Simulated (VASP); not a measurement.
# HgTe (F-43m) in VASP: further runs, part 2 of 2

VASP 6.6.1.

## Step 5: Single point, PBE (37.47 Å³/atom)

This run uses another cell than the first one, of 37.47 Å³/atom.

INCAR reads:

```
PREC = Accurate ; ENCUT = 520
EDIFF = 1E-7 ; ISMEAR = 0
SIGMA = 0.05 ; LREAL = F
LASPH = T ; NELM = 100
ALGO = Normal ; ISIF = 2
LWAVE = F ; LCHARG = T
GGA = PE ; LELF = T
LVHAR = T ; NBANDS = 16
```

KPOINTS reads:

```
regular mesh
0
Gamma
  10 10 10
```

POSCAR reads:

```
HgTe
1.0
    0.0000000000      3.3462324283      3.3462324283
    3.3462324283      0.0000000000      3.3462324283
    3.3462324283      3.3462324283      0.0000000000
Hg Te
1 1
Direct
    0.0000000000      0.0000000000      0.0000000000
    0.2500000000      0.2500000000      0.2500000000
```

Potentials or basis: VASP PAW PBE potentials, release 64 (Hg, Te).

Run with:

```sh
cat potpaw_PBE.64/Hg/POTCAR potpaw_PBE.64/Te/POTCAR > POTCAR
mpirun -np 1 vasp_std > vasp.out
```

OUTCAR:

```text
PREC = Accurate
   ENCUT = 520
   EDIFF = 1E-7
   ISMEAR = 0
   LREAL = F
   LASPH = T
   NELM = 100
   ISIF = 2
   GGA = PE

 ion  position               nearest neighbor table
   1  0.000  0.000  0.000-   2 2.90   2 2.90   2 2.90   2 2.90
   2  0.250  0.250  0.250-   1 2.90   1 2.90   1 2.90   1 2.90

  LATTYP: Found a face centered cubic cell.
 ALAT       =     6.6924648566

  Lattice vectors:

 A1 = (   0.0000000000,   3.3462324283,   3.3462324283)
 A2 = (   3.3462324283,   0.0000000000,   3.3462324283)
 A3 = (   3.3462324283,   3.3462324283,   0.0000000000)

Analysis of symmetry for initial positions (statically):
=====================================================================
 Subroutine PRICEL returns:
 Original cell was already a primitive cell.

 Routine SETGRP: Setting up the symmetry group for a
 face centered cubic supercell.

 Subroutine GETGRP returns: Found 24 space group operations
 (whereof 24 operations were pure point group operations)
 out of a pool of 48 trial point group operations.

The static configuration has the point symmetry T_d .

Analysis of symmetry for dynamics (positions and initial velocities):
=====================================================================
 Subroutine PRICEL returns:
 Original cell was already a primitive cell.

 Routine SETGRP: Setting up the symmetry group for a
 face centered cubic supercell.

 Subroutine GETGRP returns: Found 24 space group operations
 (whereof 24 operations were pure point group operations)
 out of a pool of 48 trial point group operations.

The dynamic configuration has the point symmetry T_d .

 Subroutine INISYM returns: Found 24 space group operations
 (whereof 24 operations are pure point group operations),
 and found     1 'primitive' translations

----------------------------------------------------------------------------------------

                                     Primitive cell

  volume of cell :      74.9373

  direct lattice vectors                    reciprocal lattice vectors
     0.000000000  3.346232428  3.346232428    -0.149421778  0.149421778  0.149421778
     3.346232428  0.000000000  3.346232428     0.149421778 -0.149421778  0.149421778
     3.346232428  3.346232428  0.000000000     0.149421778  0.149421778 -0.149421778

  length of vectors
     4.732287283  4.732287283  4.732287283     0.258806112  0.258806112  0.258806112

  position of ions in fractional coordinates (direct lattice)
     0.000000000  0.000000000  0.000000000
     0.250000000  0.250000000  0.250000000

  ion indices of the primitive-cell ions
   primitive index   ion index
                 1           1
                 2           2

----------------------------------------------------------------------------------------

 KPOINTS: regular mesh

Automatic generation of k-mesh.
 Grid dimensions read from file:
 generate k-points for:   10   10   10

 Generating k-lattice:

  Cartesian coordinates                     Fractional coordinates (reciprocal lattice)
    -0.014942178  0.014942178  0.014942178     0.100000000  0.000000000  0.000000000
     0.014942178 -0.014942178  0.014942178     0.000000000  0.100000000  0.000000000
     0.014942178  0.014942178 -0.014942178     0.000000000  0.000000000  0.100000000

  Length of vectors
     0.025880611  0.025880611  0.025880611

  Shift w.r.t. Gamma in fractional coordinates (k-lattice)
     0.000000000  0.000000000  0.000000000

 Subroutine IBZKPT returns following result:
 ===========================================

 Found     47 irreducible k-points:

 Following reciprocal coordinates:
            Coordinates               Weight
  0.000000  0.000000  0.000000      1.000000
  0.100000  0.000000  0.000000      8.000000
  0.200000  0.000000  0.000000      8.000000
  0.300000  0.000000  0.000000      8.000000
  0.400000  0.000000  0.000000      8.000000
  0.500000  0.000000  0.000000      4.000000
[... 16 lines left out ...]
  0.300000  0.300000  0.000000      6.000000
  0.400000  0.300000  0.000000     24.000000
 [... further k-points ...]
   k-points           NKPTS =     47   k-points in BZ     NKDIM =     47   number of bands    NBANDS=     16
   number of dos      NEDOS =    301   number of ions     NIONS =      2
   total plane-waves  NPLWV =  46656
   dimension x,y,z NGX =    36 NGY =   36 NGZ =   36
   dimension x,y,z NGXF=    72 NGYF=   72 NGZF=   72
   ions per type =               1   1
   NGX,Y,Z   is equivalent  to a cutoff of  12.65, 12.65, 12.65 a.u.
   NGXF,Y,Z  is equivalent  to a cutoff of  25.29, 25.29, 25.29 a.u.
 SYSTEM =  unknown system
   PREC   = accura    normal or accurate (medium, high low for compatibility)
   ISTART =      0    job   : 0-new  1-cont  2-samecut
   ICHARG =      2    charge: 1-file 2-atom 10-const
   ISPIN  =      1    spin polarized calculation?
   LNONCOLLINEAR =      F non collinear calculations
   LSORBIT =      F    spin-orbit coupling
   LASPH  =      T    aspherical Exc in radial PAW
   ENCUT  =  520.0 eV  38.22 Ry    6.18 a.u.   8.80  8.80  8.80*2*pi/ulx,y,z
   NELM   =    100;   NELMIN=  2; NELMDL= -5     # of ELM steps
   EDIFF  = 0.1E-06   stopping-criterion for ELM
   LREAL  =      F    real-space projection
   EDIFFG = 0.1E-05   stopping-criterion for IOM
   NSW    =      0    number of steps for IOM
   IBRION =     -1    ionic relax: 0-MD 1-quasi-New 2-CG
   NFREE  =      0    steps in history (QN), initial steepest desc. (CG)
   ISIF   =      2    stress and relaxation
   ISYM   =      2    0-nonsym 1-usesym 2-fastsym
   POTIM  = 0.5000    time-step for ionic-motion
   TEBEG  =    0.0;   TEEND  =   0.0 temperature during run
   PSTRESS=    0.0 pullay stress
   NELECT =      18.0000    total number of electrons
   NUPDOWN=      -1.0000    fix difference up-down
   EMIN   =  10.00;   EMAX   =-10.00  energy-range for DOS
   EFERMI =   0.00;   METHOD = LEGACY
   ISMEAR =     0;   SIGMA  =   0.05  broadening in eV -4-tet -1-fermi 0-gaus
   EFERMI_NEDOS =   21; number of points for ismear=-14 and -15
   IALGO  =     38    algorithm
   IMIX   =      4    mixing-type and parameters
     AMIX     =   0.40;   BMIX     =  1.00
     AMIX_MAG =   1.60;   BMIX_MAG =  1.00
  volume/ion in A,a.u.               =      37.47       252.85
  Fermi-wavevector in a.u.,A,eV,Ry     =   1.017653  1.923085 14.090423  1.035617
  Thomas-Fermi vector in A             =   2.151066
   LORBIT       =      0    0 simple, 1 ext, 2 COOP (PROOUT), +10 PAW based schemes
   GGA     = PE    functional components
   LHFCALC =     F    Hartree Fock is set to
   AEXX    =    0.0000 exact exchange contribution
   IVDW    =     0    specifies the selected vdW correction
   LEPSILON=     F    determine dielectric tensor
   LRPA    =     F    only Hartree local field effects (RPA)
 non-spin polarized calculation
 Gauss-broadening in eV      SIGMA  =   0.05
  energy-cutoff  :      520.00
  volume of cell :       74.94
 maximum number of plane-waves:      2044
   NGX = 17   NGY = 17   NGZ = 17

 number of electron      17.9999998 magnetization

 Free energy of the ion-electron system (eV)
  ---------------------------------------------------
  ext. energy  EPLUGINS =         0.00000000
  ---------------------------------------------------
  free energy    TOTEN  =        -3.64938176 eV

  energy without entropy =       -3.64930045  energy(sigma->0) =       -3.64934111

 E-fermi :   2.0734     XC(G=0):  -8.2748

 val. band max:        2.0575481536   @ k =   0.0000   0.0000   0.0000
 cond. band min:       2.4812402218   @ k =   0.1000   0.0000   0.0000
 fundamental gap:      0.4236920682
 Fermi energy:         2.0734432389

 k-point     1 :       0.0000    0.0000    0.0000
  band No.  band energies     occupation
      1      -9.2423      2.00000
      2      -4.7431      2.00000
      3      -4.7431      2.00000
      4      -4.7431      2.00000
      5      -4.3307      2.00000
      6      -4.3307      2.00000
[... 8 lines left out ...]
     15      11.4587      0.00000
     16      11.4587      0.00000

 k-point     2 :       0.1000    0.0000    0.0000
  band No.  band energies     occupation
      1      -9.2024      2.00000
      2      -4.7321      2.00000
      3      -4.7321      2.00000
      4      -4.7244      2.00000
      5      -4.3317      2.00000
      6      -4.3317      2.00000
[... 8 lines left out ...]
     15      10.9147      0.00000
     16      10.9147      0.00000
[... 387 lines left out ...]
      5      -4.3227      2.00000
      6      -4.2992      2.00000
[... 8 lines left out ...]
     15      11.9162      0.00000
     16      12.7623      0.00000

 k-point    24 :       0.4000    0.3000    0.0000
  band No.  band energies     occupation
      1      -8.7640      2.00000
      2      -4.5943      2.00000
      3      -4.5489      2.00000
      4      -4.5122      2.00000
      5      -4.2947      2.00000
      6      -4.2386      2.00000
[... 8 lines left out ...]
     15      12.1681      0.00000
     16      13.1956      0.00000

 [... further k-points ...]
[... 5 lines left out ...]
  --------------------------------------------------------------------------------------
  -------------------------------------------------------------------------------------
  Total       -0.2689730     -0.2689730     -0.2689730     -0.0000000      0.0000000      0.0000000
  in kB       -5.7507025     -5.7507025     -5.7507025     -0.0000000      0.0000000      0.0000000
  external PRESSURE =      -5.7507025 kB  Pullay stress =       0.0000000 kB

 VOLUME and BASIS-vectors are now :
 -----------------------------------------------------------------------------
  energy-cutoff  :      520.00
  volume of cell :       74.94
      direct lattice vectors                 reciprocal lattice vectors
     0.000000000  3.346232428  3.346232428    -0.149421778  0.149421778  0.149421778
     3.346232428  0.000000000  3.346232428     0.149421778 -0.149421778  0.149421778
     3.346232428  3.346232428  0.000000000     0.149421778  0.149421778 -0.149421778

 POSITION                                       TOTAL-FORCE (eV/Angst)
 -----------------------------------------------------------------------------------
      0.00000      0.00000      0.00000        -0.000000     -0.000000     -0.000000
      1.67312      1.67312      1.67312         0.000000      0.000000      0.000000
 -----------------------------------------------------------------------------------
    total drift:                               -0.000000     -0.000000     -0.000000

  FREE ENERGIE OF THE ION-ELECTRON SYSTEM (eV)
  ---------------------------------------------------
  free  energy   TOTEN  =        -3.6493817569 eV

  energy  without entropy=       -3.6493004548  energy(sigma->0) =       -3.64934111
```

Wall time 1.8 min (1 thread of Intel Xeon 8259CL, shared host); peak memory 0.24 GiB.

What came out:

```
Free energy            : -3.6494 eV
Pressure               : -0.6 GPa
Band gap on the k mesh : zero (filled and empty bands touch)
```

Levels at points of the mesh, in eV from the Fermi level:
| k point | band 5 | band 6 | band 7 | band 8 | band 9 | band 10 | band 11 | band 12 | band 13 | band 14 |
| --- | --- | --- | --- | --- | --- | --- | --- | --- | --- | --- |
| (0.00, 0.00, 0.00) | -6.40 | -6.40 | -0.98 | -0.02 | -0.02 | -0.02 | 4.38 | 4.38 | 4.38 | 6.49 |
| (0.50, 0.00, 0.00) | -6.39 | -6.16 | -4.86 | -0.81 | -0.81 | 0.68 | 5.11 | 5.11 | 6.75 | 7.73 |
| (0.50, 0.50, 0.00) | -6.36 | -6.06 | -4.90 | -1.87 | -1.87 | 1.89 | 2.74 | 7.85 | 8.42 | 8.42 |

Caveat: semilocal functionals underestimate gaps, and a narrow one can read as zero; spin-orbit coupling is left out, which moves the levels of the heavy elements.

## Step 6: The runs side by side

```tsv
level	potentials or basis	cell	gap on the mesh (eV)	pressure (GPa)
PBE	VASP PAW PBE potentials, release 64 (Hg, Te)	a = 4.701 Å, angles 60.0°, 2 atoms	none	0.1
PBEsol	VASP PAW PBE potentials, release 64 (Hg, Te)	a = 4.701 Å, angles 60.0°, 2 atoms	none	-2.2
LDA	VASP PAW LDA potentials, release 64 (Hg, Te)	a = 4.701 Å, angles 60.0°, 2 atoms	none	-3.4
PBE	VASP PAW PBE potentials, release 64 (Hg, Te)	a = 4.732 Å, angles 60.0°, 2 atoms	none	-0.6
```

Alike in all rows: task single point; no spin polarisation; k mesh 10 × 10 × 10; cutoff (eV) 520; smearing gaussian 0.05 eV.

Caveats: semilocal functionals underestimate gaps, and a narrow one can read as zero; spin-orbit coupling is left out, which moves the levels of the heavy elements; the PAW data sets were made with another functional, which shifts forces and pressure a little (at least some runs); the cell stands under tension (at least some runs).

Absolute energies hang on the potentials; compare differences alone.

The gap in the log of VASP goes by the Fermi energy; the results here count the filled bands.